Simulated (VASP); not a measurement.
# TaO5 (P6/mmm) in VASP: notebook

The runs below take TaO5 through single point, with PBE.

All numbers are computed with VASP 6.6.1; they aren't measurements. Logs are shortened: lines on timing, memory, paths and dates and some standing lists are left out, and cuts for length are marked.

## Step 1: The cell of the first run

Symmetry: P6/mmm, No. 191, hexagonal system. Conventional cell: a = 3.664 Å, b = 3.664 Å, c = 5.246 Å, α = 90.00°, β = 90.00°, γ = 120.00°. Within 2.8 Å of Ta (site symmetry 6/mmm) lie 6 O at 2.12 Å. Within 2.4 Å of O (site symmetry mmm) lie 4 O at 1.83 Å. Within 2.8 Å of O (site symmetry -6m2) lie 3 Ta at 2.12 Å and 3 O at 2.12 Å.

## Step 2: Single point, PBE

The input, INCAR:

```
SYSTEM = TaO5
ALGO = Normal ; EDIFF = 1E-6
ENCUT = 520 ; GGA = PE
ISIF = 2 ; ISMEAR = 0
LASPH = .TRUE. ; LCHARG = .FALSE.
LREAL = .FALSE. ; LWAVE = .FALSE.
NBANDS = 30 ; NELM = 100
PREC = Accurate ; SIGMA = 0.1
```

The input, KPOINTS:

```
k-points
0
G
  12 12 8
  0 0 0
```

The input, POSCAR:

```
TaO5
1.0
    3.6637718334      0.0000000000      0.0000000000
   -1.8318859167      3.1729194814      0.0000000000
    0.0000000000      0.0000000000      5.2456678016
Ta O
1 5
Direct
    0.0000000000      0.0000000000      0.0000000000
    0.5000000000      0.0000000000      0.5000000000
    0.5000000000      0.5000000000      0.5000000000
    0.0000000000      0.5000000000      0.5000000000
    0.3333333333      0.6666666667      0.0000000000
    0.6666666667      0.3333333333      0.0000000000
```

Potentials or basis: VASP PAW PBE potentials, release 64 (Ta_pv, O).

Run with:

```console
cat potpaw_PBE.64/Ta_pv/POTCAR potpaw_PBE.64/O/POTCAR > POTCAR
mpirun -np 1 vasp_std > vasp.out
```

OUTCAR:

```text
SYSTEM = TaO5
   EDIFF = 1E-6
   ENCUT = 520
   GGA = PE
   ISIF = 2
   ISMEAR = 0
   LASPH = .TRUE.
   LREAL = .FALSE.
   NELM = 100
   PREC = Accurate

 ion  position               nearest neighbor table
   1  0.000  0.000  0.000-   5 2.12   6 2.12   6 2.12   5 2.12   6 2.12   5 2.12
   2  0.500  0.000  0.500-   3 1.83   4 1.83   3 1.83   4 1.83
   3  0.500  0.500  0.500-   4 1.83   4 1.83   2 1.83   2 1.83
   4  0.000  0.500  0.500-   3 1.83   3 1.83   2 1.83   2 1.83
   5  0.333  0.667  0.000-   1 2.12   1 2.12   1 2.12
   6  0.667  0.333  0.000-   1 2.12   1 2.12   1 2.12

  LATTYP: Found a hexagonal cell.
 ALAT       =     3.6637718334
 C/A-ratio  =     1.4317670532

  Lattice vectors:

 A1 = (   3.6637718334,   0.0000000000,   0.0000000000)
 A2 = (  -1.8318859167,   3.1729194814,   0.0000000000)
 A3 = (   0.0000000000,   0.0000000000,   5.2456678016)

Analysis of symmetry for initial positions (statically):
=====================================================================
 Subroutine PRICEL returns:
 Original cell was already a primitive cell.

 Routine SETGRP: Setting up the symmetry group for a
 hexagonal supercell.

 Subroutine GETGRP returns: Found 24 space group operations
 (whereof 24 operations were pure point group operations)
 out of a pool of 24 trial point group operations.

The static configuration has the point symmetry D_6h.

Analysis of symmetry for dynamics (positions and initial velocities):
=====================================================================
 Subroutine PRICEL returns:
 Original cell was already a primitive cell.

 Routine SETGRP: Setting up the symmetry group for a
 hexagonal supercell.

 Subroutine GETGRP returns: Found 24 space group operations
 (whereof 24 operations were pure point group operations)
 out of a pool of 24 trial point group operations.

The dynamic configuration has the point symmetry D_6h.

 Subroutine INISYM returns: Found 24 space group operations
 (whereof 24 operations are pure point group operations),
 and found     1 'primitive' translations

----------------------------------------------------------------------------------------

                                     Primitive cell

  volume of cell :      60.9801

  direct lattice vectors                    reciprocal lattice vectors
     3.663771833  0.000000000  0.000000000     0.272942761  0.157583577  0.000000000
    -1.831885917  3.172919481  0.000000000     0.000000000  0.315167153  0.000000000
     0.000000000  0.000000000  5.245667802     0.000000000  0.000000000  0.190633498

  length of vectors
     3.663771833  3.663771833  5.245667802     0.315167153  0.315167153  0.190633498

  position of ions in fractional coordinates (direct lattice)
     0.000000000  0.000000000  0.000000000
     0.500000000  0.000000000  0.500000000
     0.500000000  0.500000000  0.500000000
     0.000000000  0.500000000  0.500000000
     0.333333333  0.666666667  0.000000000
     0.666666667  0.333333333  0.000000000

  ion indices of the primitive-cell ions
   primitive index   ion index
                 1           1
                 2           2
                 3           3
                 4           4
                 5           5
                 6           6

----------------------------------------------------------------------------------------

 KPOINTS: k-points

Automatic generation of k-mesh.
 Grid dimensions read from file:
 generate k-points for:   12   12    8

 Generating k-lattice:

  Cartesian coordinates                     Fractional coordinates (reciprocal lattice)
     0.022745230  0.013131965  0.000000000     0.083333333  0.000000000  0.000000000
     0.000000000  0.026263929  0.000000000     0.000000000  0.083333333  0.000000000
     0.000000000  0.000000000  0.023829187     0.000000000  0.000000000  0.125000000

  Length of vectors
     0.026263929  0.026263929  0.023829187

  Shift w.r.t. Gamma in fractional coordinates (k-lattice)
     0.000000000  0.000000000  0.000000000

 Subroutine IBZKPT returns following result:
 ===========================================

 Found     95 irreducible k-points:

 Following reciprocal coordinates:
            Coordinates               Weight
  0.000000  0.000000  0.000000      1.000000
  0.083333  0.000000  0.000000      6.000000
  0.166667 -0.000000  0.000000      6.000000
  0.250000  0.000000  0.000000      6.000000
  0.333333  0.000000  0.000000      6.000000
  0.416667  0.000000  0.000000      6.000000
[... 16 lines left out ...]
  0.250000  0.000000  0.125000     12.000000
  0.333333  0.000000  0.125000     12.000000
 [... further k-points ...]
   k-points           NKPTS =     95   k-points in BZ     NKDIM =     95   number of bands    NBANDS=     30
   number of dos      NEDOS =    301   number of ions     NIONS =      6
   total plane-waves  NPLWV =  31360
   dimension x,y,z NGX =    28 NGY =   28 NGZ =   40
   dimension x,y,z NGXF=    56 NGYF=   56 NGZF=   80
   ions per type =               1   5
   NGX,Y,Z   is equivalent  to a cutoff of  12.71, 12.71, 12.68 a.u.
   NGXF,Y,Z  is equivalent  to a cutoff of  25.41, 25.41, 25.35 a.u.
 SYSTEM =  TaO5
   PREC   = accura    normal or accurate (medium, high low for compatibility)
   ISTART =      0    job   : 0-new  1-cont  2-samecut
   ICHARG =      2    charge: 1-file 2-atom 10-const
   ISPIN  =      1    spin polarized calculation?
   LNONCOLLINEAR =      F non collinear calculations
   LSORBIT =      F    spin-orbit coupling
   LASPH  =      T    aspherical Exc in radial PAW
   ENCUT  =  520.0 eV  38.22 Ry    6.18 a.u.   6.81  6.81  9.75*2*pi/ulx,y,z
   NELM   =    100;   NELMIN=  2; NELMDL= -5     # of ELM steps
   EDIFF  = 0.1E-05   stopping-criterion for ELM
   LREAL  =      F    real-space projection
   EDIFFG = 0.1E-04   stopping-criterion for IOM
   NSW    =      0    number of steps for IOM
   IBRION =     -1    ionic relax: 0-MD 1-quasi-New 2-CG
   NFREE  =      0    steps in history (QN), initial steepest desc. (CG)
   ISIF   =      2    stress and relaxation
   ISYM   =      2    0-nonsym 1-usesym 2-fastsym
   POTIM  = 0.5000    time-step for ionic-motion
   TEBEG  =    0.0;   TEEND  =   0.0 temperature during run
   PSTRESS=    0.0 pullay stress
   NELECT =      41.0000    total number of electrons
   NUPDOWN=      -1.0000    fix difference up-down
   EMIN   =  10.00;   EMAX   =-10.00  energy-range for DOS
   EFERMI =   0.00;   METHOD = LEGACY
   ISMEAR =     0;   SIGMA  =   0.10  broadening in eV -4-tet -1-fermi 0-gaus
   EFERMI_NEDOS =   21; number of points for ismear=-14 and -15
   IALGO  =     38    algorithm
   IMIX   =      4    mixing-type and parameters
     AMIX     =   0.40;   BMIX     =  1.00
     AMIX_MAG =   1.60;   BMIX_MAG =  1.00
  volume/ion in A,a.u.               =      10.16        68.59
  Fermi-wavevector in a.u.,A,eV,Ry     =   1.434190  2.710226 27.985838  2.056901
  Thomas-Fermi vector in A             =   2.553626
   LORBIT       =      0    0 simple, 1 ext, 2 COOP (PROOUT), +10 PAW based schemes
   GGA     = PE    functional components
   LHFCALC =     F    Hartree Fock is set to
   AEXX    =    0.0000 exact exchange contribution
   IVDW    =     0    specifies the selected vdW correction
   LEPSILON=     F    determine dielectric tensor
   LRPA    =     F    only Hartree local field effects (RPA)
 non-spin polarized calculation
 Gauss-broadening in eV      SIGMA  =   0.10
  energy-cutoff  :      520.00
  volume of cell :       60.98
 maximum number of plane-waves:      1659
 NGX is ok and might be reduce to    28
   NGX = 13   NGY = 13   NGZ = 19

 number of electron      40.9999993 magnetization

 Free energy of the ion-electron system (eV)
  ---------------------------------------------------
  ext. energy  EPLUGINS =         0.00000000
  ---------------------------------------------------
  free energy    TOTEN  =       -36.70531050 eV

  energy without entropy =      -36.69206852  energy(sigma->0) =      -36.69868951

 E-fermi :   3.3204     XC(G=0): -11.4385

 val. band max:        3.3179408107   @ k =   0.4167   0.0000   0.1250
 cond. band min:       3.3670756890   @ k =   0.3333   0.2500   0.5000
 fundamental gap:      0.0491348783
 Fermi energy:         3.3204188445

 k-point     1 :       0.0000    0.0000    0.0000
  band No.  band energies     occupation
      1     -33.1919      2.00000
      2     -32.4348      2.00000
      3     -32.4348      2.00000
      4     -18.2896      2.00000
      5     -16.4641      2.00000
      6     -12.2350      2.00000
[... 22 lines left out ...]
     29      11.5259      0.00000
     30      13.7771      0.00000

 k-point     2 :       0.0833    0.0000    0.0000
  band No.  band energies     occupation
      1     -33.1912      2.00000
      2     -32.4485      2.00000
      3     -32.4374      2.00000
      4     -18.2249      2.00000
      5     -16.3708      2.00000
      6     -12.3830      2.00000
[... 22 lines left out ...]
     29      11.4359      0.00000
     30      13.6621      0.00000

 k-point     3 :       0.1667   -0.0000    0.0000
  band No.  band energies     occupation
      1     -33.1891      2.00000
      2     -32.4855      2.00000
      3     -32.4445      2.00000
      4     -18.0345      2.00000
      5     -16.1044      2.00000
      6     -12.7743      2.00000
[... 22 lines left out ...]
     29      11.8859      0.00000
     30      13.3433      0.00000

 k-point     4 :       0.2500    0.0000    0.0000
  band No.  band energies     occupation
      1     -33.1863      2.00000
      2     -32.5355      2.00000
      3     -32.4542      2.00000
      4     -17.7287      2.00000
      5     -15.7046      2.00000
      6     -13.3467      2.00000
[... 22 lines left out ...]
     29      12.4810      0.00000
     30      12.8894      0.00000

 k-point     5 :       0.3333    0.0000    0.0000
  band No.  band energies     occupation
      1     -33.1835      2.00000
      2     -32.5846      2.00000
      3     -32.4638      2.00000
      4     -17.3307      2.00000
      5     -15.2355      2.00000
      6     -14.0536      2.00000
[... 22 lines left out ...]
     29      12.3961      0.00000
     30      13.0167      0.00000
[... 526 lines left out ...]
     29      11.4274      0.00000
     30      13.2610      0.00000

 k-point    22 :       0.1667   -0.0000    0.1250
  band No.  band energies     occupation
      1     -33.1892      2.00000
      2     -32.4855      2.00000
      3     -32.4445      2.00000
      4     -18.0256      2.00000
      5     -16.1180      2.00000
      6     -12.7662      2.00000
[... 22 lines left out ...]
     29      11.7879      0.00000
     30      13.1548      0.00000

 k-point    23 :       0.2500    0.0000    0.1250
  band No.  band energies     occupation
      1     -33.1864      2.00000
      2     -32.5354      2.00000
      3     -32.4542      2.00000
      4     -17.7212      2.00000
      5     -15.7170      2.00000
      6     -13.3311      2.00000
[... 22 lines left out ...]
     29      12.1637      0.00000
     30      13.0752      0.00000

 k-point    24 :       0.3333    0.0000    0.1250
  band No.  band energies     occupation
      1     -33.1836      2.00000
      2     -32.5846      2.00000
      3     -32.4638      2.00000
      4     -17.3246      2.00000
      5     -15.2462      2.00000
      6     -14.0400      2.00000
[... 22 lines left out ...]
     29      12.1309      0.00000
     30      13.2772      0.00000

 [... further k-points ...]
[... 5 lines left out ...]
  --------------------------------------------------------------------------------------
  -------------------------------------------------------------------------------------
  Total        0.2271247      0.2271247     -0.1300886      0.0000000      0.0000000      0.0000000
  in kB        5.9674204      5.9674204     -3.4179184      0.0000000      0.0000000      0.0000000
  external PRESSURE =       2.8389741 kB  Pullay stress =       0.0000000 kB

 VOLUME and BASIS-vectors are now :
 -----------------------------------------------------------------------------
  energy-cutoff  :      520.00
  volume of cell :       60.98
      direct lattice vectors                 reciprocal lattice vectors
     3.663771833  0.000000000  0.000000000     0.272942761  0.157583577  0.000000000
    -1.831885917  3.172919481  0.000000000     0.000000000  0.315167153  0.000000000
     0.000000000  0.000000000  5.245667802     0.000000000  0.000000000  0.190633498

 POSITION                                       TOTAL-FORCE (eV/Angst)
 -----------------------------------------------------------------------------------
      0.00000      0.00000      0.00000        -0.000000     -0.000000      0.000000
      1.83189      0.00000      2.62283        -0.000000     -0.000000      0.000000
      0.91594      1.58646      2.62283        -0.000000     -0.000000      0.000000
     -0.91594      1.58646      2.62283        -0.000000     -0.000000      0.000000
     -0.00000      2.11528      0.00000        -0.000000      0.000000      0.000000
      1.83189      1.05764      0.00000         0.000000      0.000000     -0.000000
 -----------------------------------------------------------------------------------
    total drift:                                0.000000     -0.000000      0.000000

  FREE ENERGIE OF THE ION-ELECTRON SYSTEM (eV)
  ---------------------------------------------------
  free  energy   TOTEN  =       -36.7053105004 eV

  energy  without entropy=      -36.6920685213  energy(sigma->0) =      -36.69868951
```

Wall time 2.2 min (1 thread of Intel Xeon Platinum 8488C (Sapphire Rapids), shared host); peak memory 0.27 GiB.

What came out:

```
Free energy : -36.7053 eV
Pressure    : 0.3 GPa
```

Caveat: spin-orbit coupling is left out, which moves the levels of the heavy elements; an odd number of electrons without spin polarisation forces a metal; a magnetic or distorted state may lie lower.

## Step 3: Single point, PBE

This run uses another cell than the first one, of 10.31 Å³/atom, 1.014 times its volume.

The input, INCAR:

```
SYSTEM = TaO5
PREC = Accurate ; ENCUT = 600
EDIFF = 1E-6 ; ISMEAR = 0
SIGMA = 0.1 ; LREAL = .False.
LASPH = .True. ; NELM = 120
ALGO = Normal ; ISIF = 2
LWAVE = .False. ; LCHARG = .True.
GGA = PE ; LELF = .True.
LVHAR = .True. ; NBANDS = 30
GGA_COMPAT = .False.
```

The input, KPOINTS:

```
Automatic mesh
0
Gamma
  6 6 6
  0 0 0
```

POSCAR: that of step 2 with these lines changed.

```diff
@@ -2,5 +2,5 @@
 1.0
-    3.6637718334      0.0000000000      0.0000000000
-   -1.8318859167      3.1729194814      0.0000000000
-    0.0000000000      0.0000000000      5.2456678016
+    3.6537485136     -0.0000000024      0.0000000000
+   -1.8268742547      3.1642390330      0.0000000000
+    0.0000000000      0.0000000000      5.3485808093
 Ta O
```

Potentials or basis: VASP PAW PBE potentials, release 64 (Ta_sv_GW, O).

Run with:

```console
cat potpaw_PBE.64/Ta_sv_GW/POTCAR potpaw_PBE.64/O/POTCAR > POTCAR
mpirun -np 1 vasp_std > vasp.out
```

Run time: 1.8 min. Hardware: 1 thread of Intel Xeon Platinum 8259CL at 2.50GHz (Skylake/Cascade Lake), shared host; peak memory 0.23 GiB.

Results (log left out):

```
Free energy : -39.4814 eV
Pressure    : -0.3 GPa
```

Levels at points of the mesh, in eV from the Fermi level:
| k point | band 17 | band 18 | band 19 | band 20 | band 21 | band 22 | band 23 | band 24 | band 25 | band 26 |
| --- | --- | --- | --- | --- | --- | --- | --- | --- | --- | --- |
| (0.00, 0.00, 0.00) | -1.13 | -0.90 | -0.90 | -0.77 | -0.77 | -0.36 | 0.74 | 0.74 | 2.41 | 3.74 |
| (0.50, 0.00, 0.00) | -2.46 | -2.08 | -1.71 | -1.62 | -1.45 | -1.40 | -1.37 | 0.66 | 0.90 | 3.25 |
| (0.00, 0.00, 0.50) | -1.06 | -0.81 | -0.81 | -0.78 | -0.78 | 0.84 | 0.88 | 0.88 | 2.41 | 3.75 |
| (0.50, 0.00, 0.50) | -2.55 | -2.15 | -2.13 | -1.66 | -1.64 | -1.46 | -0.94 | 0.55 | 0.75 | 3.20 |

Caveat: spin-orbit coupling is left out, which moves the levels of the heavy elements; an odd number of electrons without spin polarisation forces a metal; a magnetic or distorted state may lie lower.

## Step 4: Single point, PBE

The input, INCAR:

```
SYSTEM = TaO5
ALGO = Normal ; EDIFF = 1E-6
ENCUT = 600 ; GGA = PE
GGA_COMPAT = .FALSE. ; ISIF = 2
ISMEAR = 0 ; LASPH = .TRUE.
LCHARG = .FALSE. ; LREAL = .FALSE.
LWAVE = .FALSE. ; NBANDS = 30
NELM = 120 ; PREC = Accurate
SIGMA = 0.1
```

The input, KPOINTS:

```
k-points
0
G
  12 12 8
  0 0 0
```

POSCAR: that of step 3 with these lines changed.

```diff
@@ -2,5 +2,5 @@
 1.0
-    3.6537485136     -0.0000000024      0.0000000000
-   -1.8268742547      3.1642390330      0.0000000000
-    0.0000000000      0.0000000000      5.3485808093
+    3.6637718334      0.0000000000      0.0000000000
+   -1.8318859167      3.1729194814      0.0000000000
+    0.0000000000      0.0000000000      5.2456678016
 Ta O
```

Run with:

```console
cat potpaw_PBE.64/Ta_sv_GW/POTCAR potpaw_PBE.64/O/POTCAR > POTCAR
mpirun -np 1 vasp_std > vasp.out
```

Run time: 4.1 min. Hardware: 1 thread of Intel Xeon Platinum 8488C (Sapphire Rapids), shared host; peak memory 0.32 GiB.

It converged, with:

| Property | Result |
| --- | --- |
| Free energy | -39.2773 eV |
| Pressure | -0.4 GPa |

Stress tensor (GPa, compression positive):
```
-0.29  0.00  0.00
 0.00 -0.29  0.00
 0.00  0.00 -0.48
```

Levels at points of the mesh, in eV from the Fermi level:
| k point | band 18 | band 19 | band 20 | band 21 | band 22 | band 23 | band 24 | band 25 |
| --- | --- | --- | --- | --- | --- | --- | --- | --- |
| (0.00, 0.00, 0.00) | -0.38 | -0.38 | -0.29 | -0.29 | 0.17 | 1.15 | 1.15 | 3.06 |
| (0.50, 0.00, 0.00) | -1.42 | -1.17 | -0.94 | -0.92 | -0.87 | -0.74 | 1.23 | 1.43 |
| (0.00, 0.00, 0.50) | -0.40 | -0.40 | -0.18 | -0.18 | 1.32 | 1.32 | 1.41 | 3.06 |
| (0.50, 0.00, 0.50) | -1.52 | -1.51 | -1.05 | -1.00 | -0.96 | -0.31 | 1.02 | 1.30 |

Caveat: spin-orbit coupling is left out, which moves the levels of the heavy elements; an odd number of electrons without spin polarisation forces a metal; a magnetic or distorted state may lie lower.

## Step 5: Overview

```csv
potentials or basis,cell,k mesh,cutoff (eV),second run,gap on the mesh (eV),pressure (GPa)
"VASP PAW PBE potentials, release 64 (Ta_pv, O)","a = 3.664, b = 3.664, c = 5.246 Å, angles 90.0, 90.0, 120.0°, 6 atoms",12 × 12 × 8,520,-,none,0.3
"VASP PAW PBE potentials, release 64 (Ta_sv_GW, O)","a = 3.654, b = 3.654, c = 5.349 Å, angles 90.0, 90.0, 120.0°, 6 atoms",6 × 6 × 6,600,valence_matched,none,-0.3
"VASP PAW PBE potentials, release 64 (Ta_sv_GW, O)","a = 3.664, b = 3.664, c = 5.246 Å, angles 90.0, 90.0, 120.0°, 6 atoms",12 × 12 × 8,600,valence_matched,none,-0.4
```

Alike in all rows: task single point; level PBE; no spin polarisation; smearing gaussian 0.1 eV.

Caveats: spin-orbit coupling is left out, which moves the levels of the heavy elements; an odd number of electrons without spin polarisation forces a metal; a magnetic or distorted state may lie lower.

Total energies depend on the potentials used, so only differences within one code and one set of settings carry meaning.
